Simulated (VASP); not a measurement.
# MgO (Fm-3m) in VASP: further runs

The runs below take MgO through single point, with LDA.

Everything below comes from runs of VASP 6.6.1. Logs are shortened: lines on timing, memory, paths and dates and some standing lists are left out, and cuts for length are marked.

### 1 The cell of the first run

Symmetry: Fm-3m, No. 225, cubic system. Conventional cell: a = 4.151 Å, b = 4.151 Å, c = 4.151 Å, α = 90.00°, β = 90.00°, γ = 90.00°. Mg (site symmetry m-3m) has 6 O at 2.08 Å within 2.7 Å. O (site symmetry m-3m) has 6 Mg at 2.08 Å within 2.7 Å.

### 2 Single point, LDA

Input file INCAR:

```
SYSTEM = MgO
PREC = Accurate
ENCUT = 750
EDIFF = 1E-6
ISMEAR = 0
SIGMA = 0.01
LREAL = .FALSE.
LASPH = .TRUE.
NELM = 120
ALGO = Normal
ISIF = 2
LWAVE = .FALSE.
LCHARG = .FALSE.
NBANDS = 15
GGA_COMPAT = .FALSE.
```

Input file KPOINTS:

```
regular mesh
0
G
  10 10 10
  0 0 0
```

Input file POSCAR:

```
MgO
1.0
    0.0000000000      2.0757469746      2.0757469746
    2.0757469746      0.0000000000      2.0757469746
    2.0757469746      2.0757469746      0.0000000000
Mg O
1 1
Direct
    0.0000000000      0.0000000000      0.0000000000
    0.5000000000      0.5000000000      0.5000000000
```

Potentials or basis: VASP PAW LDA potentials, release 64 (Mg_sv, O).

On the command line:

```bash
$ cat potpaw_LDA.64/Mg_sv/POTCAR potpaw_LDA.64/O/POTCAR > POTCAR
$ mpirun -np 1 vasp_std > vasp.out
```

OUTCAR:

```text
SYSTEM = MgO
   PREC = Accurate
   ENCUT = 750
   EDIFF = 1E-6
   ISMEAR = 0
   LREAL = .FALSE.
   LASPH = .TRUE.
   NELM = 120
   ISIF = 2

 ion  position               nearest neighbor table
   1  0.000  0.000  0.000-   2 2.08   2 2.08   2 2.08   2 2.08   2 2.08   2 2.08
   2  0.500  0.500  0.500-   1 2.08   1 2.08   1 2.08   1 2.08   1 2.08   1 2.08

  LATTYP: Found a face centered cubic cell.
 ALAT       =     4.1514939492

  Lattice vectors:

 A1 = (   0.0000000000,   2.0757469746,   2.0757469746)
 A2 = (   2.0757469746,   0.0000000000,   2.0757469746)
 A3 = (   2.0757469746,   2.0757469746,   0.0000000000)

Analysis of symmetry for initial positions (statically):
=====================================================================
 Subroutine PRICEL returns:
 Original cell was already a primitive cell.

 Routine SETGRP: Setting up the symmetry group for a
 face centered cubic supercell.

 Subroutine GETGRP returns: Found 48 space group operations
 (whereof 48 operations were pure point group operations)
 out of a pool of 48 trial point group operations.

The static configuration has the point symmetry O_h .

Analysis of symmetry for dynamics (positions and initial velocities):
=====================================================================
 Subroutine PRICEL returns:
 Original cell was already a primitive cell.

 Routine SETGRP: Setting up the symmetry group for a
 face centered cubic supercell.

 Subroutine GETGRP returns: Found 48 space group operations
 (whereof 48 operations were pure point group operations)
 out of a pool of 48 trial point group operations.

The dynamic configuration has the point symmetry O_h .

 Subroutine INISYM returns: Found 48 space group operations
 (whereof 48 operations are pure point group operations),
 and found     1 'primitive' translations

----------------------------------------------------------------------------------------

                                     Primitive cell

  volume of cell :      17.8876

  direct lattice vectors                    reciprocal lattice vectors
     0.000000000  2.075746975  2.075746975    -0.240877143  0.240877143  0.240877143
     2.075746975  0.000000000  2.075746975     0.240877143 -0.240877143  0.240877143
     2.075746975  2.075746975  0.000000000     0.240877143  0.240877143 -0.240877143

  length of vectors
     2.935549524  2.935549524  2.935549524     0.417211449  0.417211449  0.417211449

  position of ions in fractional coordinates (direct lattice)
     0.000000000  0.000000000  0.000000000
     0.500000000  0.500000000  0.500000000

  ion indices of the primitive-cell ions
   primitive index   ion index
                 1           1
                 2           2

----------------------------------------------------------------------------------------

 KPOINTS: regular mesh

Automatic generation of k-mesh.
 Grid dimensions read from file:
 generate k-points for:   10   10   10

 Generating k-lattice:

  Cartesian coordinates                     Fractional coordinates (reciprocal lattice)
    -0.024087714  0.024087714  0.024087714     0.100000000  0.000000000  0.000000000
     0.024087714 -0.024087714  0.024087714     0.000000000  0.100000000  0.000000000
     0.024087714  0.024087714 -0.024087714     0.000000000  0.000000000  0.100000000

  Length of vectors
     0.041721145  0.041721145  0.041721145

  Shift w.r.t. Gamma in fractional coordinates (k-lattice)
     0.000000000  0.000000000  0.000000000

 Subroutine IBZKPT returns following result:
 ===========================================

 Found     47 irreducible k-points:

 Following reciprocal coordinates:
            Coordinates               Weight
  0.000000  0.000000  0.000000      1.000000
  0.100000  0.000000  0.000000      8.000000
  0.200000  0.000000  0.000000      8.000000
  0.300000  0.000000  0.000000      8.000000
  0.400000  0.000000  0.000000      8.000000
  0.500000  0.000000  0.000000      4.000000
[... 16 lines left out ...]
  0.300000  0.300000  0.000000      6.000000
  0.400000  0.300000  0.000000     24.000000
 [... further k-points ...]
   k-points           NKPTS =     47   k-points in BZ     NKDIM =     47   number of bands    NBANDS=     15
   number of dos      NEDOS =    301   number of ions     NIONS =      2
   total plane-waves  NPLWV =  21952
   dimension x,y,z NGX =    28 NGY =   28 NGZ =   28
   dimension x,y,z NGXF=    56 NGYF=   56 NGZF=   56
   ions per type =               1   1
   NGX,Y,Z   is equivalent  to a cutoff of  15.86, 15.86, 15.86 a.u.
   NGXF,Y,Z  is equivalent  to a cutoff of  31.71, 31.71, 31.71 a.u.
 SYSTEM =  MgO
   PREC   = accura    normal or accurate (medium, high low for compatibility)
   ISTART =      0    job   : 0-new  1-cont  2-samecut
   ICHARG =      2    charge: 1-file 2-atom 10-const
   ISPIN  =      1    spin polarized calculation?
   LNONCOLLINEAR =      F non collinear calculations
   LSORBIT =      F    spin-orbit coupling
   LASPH  =      T    aspherical Exc in radial PAW
   ENCUT  =  750.0 eV  55.12 Ry    7.42 a.u.   6.56  6.56  6.56*2*pi/ulx,y,z
   NELM   =    120;   NELMIN=  2; NELMDL= -5     # of ELM steps
   EDIFF  = 0.1E-05   stopping-criterion for ELM
   LREAL  =      F    real-space projection
   EDIFFG = 0.1E-04   stopping-criterion for IOM
   NSW    =      0    number of steps for IOM
   IBRION =     -1    ionic relax: 0-MD 1-quasi-New 2-CG
   NFREE  =      0    steps in history (QN), initial steepest desc. (CG)
   ISIF   =      2    stress and relaxation
   ISYM   =      2    0-nonsym 1-usesym 2-fastsym
   POTIM  = 0.5000    time-step for ionic-motion
   TEBEG  =    0.0;   TEEND  =   0.0 temperature during run
   PSTRESS=    0.0 pullay stress
   NELECT =      16.0000    total number of electrons
   NUPDOWN=      -1.0000    fix difference up-down
   EMIN   =  10.00;   EMAX   =-10.00  energy-range for DOS
   EFERMI =   0.00;   METHOD = LEGACY
   ISMEAR =     0;   SIGMA  =   0.01  broadening in eV -4-tet -1-fermi 0-gaus
   EFERMI_NEDOS =   21; number of points for ismear=-14 and -15
   IALGO  =     38    algorithm
   IMIX   =      4    mixing-type and parameters
     AMIX     =   0.40;   BMIX     =  1.00
     AMIX_MAG =   1.60;   BMIX_MAG =  1.00
  volume/ion in A,a.u.               =       8.94        60.36
  Fermi-wavevector in a.u.,A,eV,Ry     =   1.577359  2.980775 33.852110  2.488060
  Thomas-Fermi vector in A             =   2.678053
   LORBIT       =      0    0 simple, 1 ext, 2 COOP (PROOUT), +10 PAW based schemes
   GGA     = CA    functional components
   LHFCALC =     F    Hartree Fock is set to
   AEXX    =    0.0000 exact exchange contribution
   IVDW    =     0    specifies the selected vdW correction
   LEPSILON=     F    determine dielectric tensor
   LRPA    =     F    only Hartree local field effects (RPA)
 non-spin polarized calculation
 Gauss-broadening in eV      SIGMA  =   0.01
  energy-cutoff  :      750.00
  volume of cell :       17.89
 maximum number of plane-waves:       869
 NGX is ok and might be reduce to    28
   NGX = 13   NGY = 13   NGZ = 13

 number of electron      15.9999998 magnetization

 Free energy of the ion-electron system (eV)
  ---------------------------------------------------
  ext. energy  EPLUGINS =         0.00000000
  ---------------------------------------------------
  free energy    TOTEN  =       -13.23427673 eV

  energy without entropy =      -13.23427673  energy(sigma->0) =      -13.23427673

 E-fermi :   3.1983     XC(G=0): -12.1598

 val. band max:        2.9030795454   @ k =   0.0000   0.0000   0.0000
 cond. band min:       8.0078927917   @ k =   0.0000   0.0000   0.0000
 fundamental gap:      5.1048132463
 Fermi energy:         3.1983255454

 k-point     1 :       0.0000    0.0000    0.0000
  band No.  band energies     occupation
      1     -68.2938      2.00000
      2     -35.7526      2.00000
      3     -35.7526      2.00000
      4     -35.7526      2.00000
      5     -14.3128      2.00000
      6       2.9031      2.00000
      7       2.9031      2.00000
      8       2.9031      2.00000
      9       8.0079      0.00000
     10      18.6682      0.00000
     11      18.6682      0.00000
     12      18.6682      0.00000
     13      22.8121      0.00000
     14      24.4986      0.00000
     15      24.4986      0.00000

 k-point     2 :       0.1000    0.0000    0.0000
  band No.  band energies     occupation
      1     -68.2925      2.00000
      2     -35.7627      2.00000
      3     -35.7535      2.00000
      4     -35.7535      2.00000
      5     -14.1908      2.00000
      6       2.2370      2.00000
      7       2.8284      2.00000
      8       2.8284      2.00000
      9       8.6251      0.00000
     10      17.4318      0.00000
     11      18.9244      0.00000
     12      18.9244      0.00000
     13      23.8158      0.00000
     14      23.8158      0.00000
     15      24.5167      0.00000

 k-point     3 :       0.2000    0.0000    0.0000
  band No.  band energies     occupation
      1     -68.2894      2.00000
      2     -35.7901      2.00000
      3     -35.7560      2.00000
      4     -35.7560      2.00000
      5     -13.8544      2.00000
      6       0.8578      2.00000
      7       2.6395      2.00000
      8       2.6395      2.00000
      9       9.7917      0.00000
     10      15.9540      0.00000
     11      19.4594      0.00000
     12      19.4594      0.00000
     13      23.1343      0.00000
     14      23.1343      0.00000
     15      25.5740      0.00000
[... 343 lines left out ...]
 k-point    23 :       0.3000    0.3000    0.0000
  band No.  band energies     occupation
      1     -68.2830      2.00000
      2     -35.8150      2.00000
      3     -35.7756      2.00000
      4     -35.7756      2.00000
      5     -13.1859      2.00000
      6      -0.3957      2.00000
      7       1.9075      2.00000
      8       1.9075      2.00000
      9      12.0913      0.00000
     10      13.1878      0.00000
     11      17.5303      0.00000
     12      21.0661      0.00000
     13      21.0661      0.00000
     14      27.2229      0.00000
     15      30.8745      0.00000

 k-point    24 :       0.4000    0.3000    0.0000
  band No.  band energies     occupation
      1     -68.2806      2.00000
      2     -35.8282      2.00000
      3     -35.7826      2.00000
      4     -35.7794      2.00000
      5     -12.9060      2.00000
      6      -0.8524      2.00000
      7       1.5162      2.00000
      8       1.7512      2.00000
      9      12.6575      0.00000
     10      13.0853      0.00000
     11      16.7067      0.00000
     12      21.3421      0.00000
     13      21.5604      0.00000
     14      27.9980      0.00000
     15      30.4820      0.00000

 [... further k-points ...]
[... 5 lines left out ...]
  --------------------------------------------------------------------------------------
  -------------------------------------------------------------------------------------
  Total        0.1166188      0.1166188      0.1166188      0.0000000      0.0000000      0.0000000
  in kB       10.4454201     10.4454201     10.4454201      0.0000000      0.0000000      0.0000000
  external PRESSURE =      10.4454201 kB  Pullay stress =       0.0000000 kB

 VOLUME and BASIS-vectors are now :
 -----------------------------------------------------------------------------
  energy-cutoff  :      750.00
  volume of cell :       17.89
      direct lattice vectors                 reciprocal lattice vectors
     0.000000000  2.075746975  2.075746975    -0.240877143  0.240877143  0.240877143
     2.075746975  0.000000000  2.075746975     0.240877143 -0.240877143  0.240877143
     2.075746975  2.075746975  0.000000000     0.240877143  0.240877143 -0.240877143

 POSITION                                       TOTAL-FORCE (eV/Angst)
 -----------------------------------------------------------------------------------
      0.00000      0.00000      0.00000        -0.000000      0.000000      0.000000
      2.07575      2.07575      2.07575         0.000000     -0.000000     -0.000000
 -----------------------------------------------------------------------------------
    total drift:                                0.000000      0.000000      0.000000

  FREE ENERGIE OF THE ION-ELECTRON SYSTEM (eV)
  ---------------------------------------------------
  free  energy   TOTEN  =       -13.2342767285 eV

  energy  without entropy=      -13.2342767285  energy(sigma->0) =      -13.23427673
```

Run time: 18 s. Hardware: 1 thread of Intel Xeon Platinum 8375C at 2.90GHz (Ice Lake), shared host; peak memory 0.14 GiB.

What came out:

```
Free energy            : -13.2343 eV
Pressure               : 1.0 GPa
Band gap on the k mesh : 5.10 eV
```

### 3 Single point, LDA

This run uses another cell than the first one, of 8.80 Å³/atom.

Input file INCAR:

```
SYSTEM = MgO
PREC = Accurate ; ENCUT = 750
EDIFF = 1E-6 ; ISMEAR = 0
SIGMA = 0.01 ; LREAL = .FALSE.
LASPH = .TRUE. ; NELM = 120
ALGO = Normal ; ISIF = 2
LWAVE = .FALSE. ; LCHARG = .FALSE.
NBANDS = 15 ; GGA_COMPAT = .FALSE.
```

Input file KPOINTS:

```
Automatic mesh
0
G
  10 10 10
  0 0 0
```

Input file POSCAR:

```
MgO
1.0
    0.0000000000      2.0642571777      2.0642571777
    2.0642571777      0.0000000000      2.0642571777
    2.0642571777      2.0642571777      0.0000000000
Mg O
1 1
Direct
    0.0000000000      0.0000000000      0.0000000000
    0.5000000000      0.5000000000      0.5000000000
```

Potentials or basis: VASP PAW LDA potentials, release 64 (Mg_sv, O).

On the command line:

```bash
$ cat potpaw_LDA.64/Mg_sv/POTCAR potpaw_LDA.64/O/POTCAR > POTCAR
$ mpirun -np 1 vasp_std > vasp.out
```

Wall time 22 s (1 thread of AMD EPYC 7R43 (Zen 3), shared host); peak memory 0.11 GiB.

It converged, with:

* Free energy: -13.2273 eV
* Pressure: 4.1 GPa
* Band gap on the k mesh: 5.28 eV

Levels at points of the mesh, in eV from the valence-band top:
```tsv
k point	band 4	band 5	band 6	band 7	band 8	band 9	band 10	band 11	band 12	band 13
(0.00, 0.00, 0.00)	-38.60	-17.31	0.00	0.00	0.00	5.28	15.86	15.86	15.86	20.04
(0.50, 0.00, 0.00)	-38.61	-15.76	-4.96	-0.74	-0.74	8.12	13.10	16.63	16.63	21.54
(0.50, 0.50, 0.00)	-38.64	-15.52	-4.37	-1.45	-1.45	8.95	10.40	13.54	19.57	19.57
```

Caveat: the cell stands under pressure.
